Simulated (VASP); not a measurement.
## Na: single point with RPBE

The system is Na.

```xyz
1
Lattice="0.0000 2.7388 2.7388 2.7388 0.0000 2.7388 2.7388 2.7388 0.0000" Properties=species:S:1:pos:R:3 pbc="T T T"
Na    0.0000    0.0000    0.0000
```

This cell differs from its parent crystal: volume scaled by 1.04.

```json
{
 "Program": "VASP 6.6.1",
 "Task": "single point",
 "Functional": "RPBE",
 "Potentials or basis": "VASP PAW PBE potentials, release 64 (Na_pv)",
 "Cutoff": "520 eV",
 "k mesh": "11 × 11 × 11",
 "Occupations": "fermi-dirac, width 0.1 eV",
 "Spin": "no spin polarisation"
}
```

```yaml
Pressure: -0.2 GPa
```

Levels at points of the mesh, in eV from the Fermi level:
| k point | band 1 | band 2 | band 3 | band 4 | band 5 | band 6 | band 7 | band 8 |
| --- | --- | --- | --- | --- | --- | --- | --- | --- |
| (0.00, 0.00, 0.00) | -24.99 | -24.99 | -24.99 | -3.08 | 10.48 | 10.48 | 10.48 | 11.42 |

Run time: 38 s on 1 thread of Intel Xeon 6975P-C, with other jobs on the host, peak memory 0.16 GiB.

Caveat: the PAW data sets were made with another functional, which shifts forces and pressure a little.
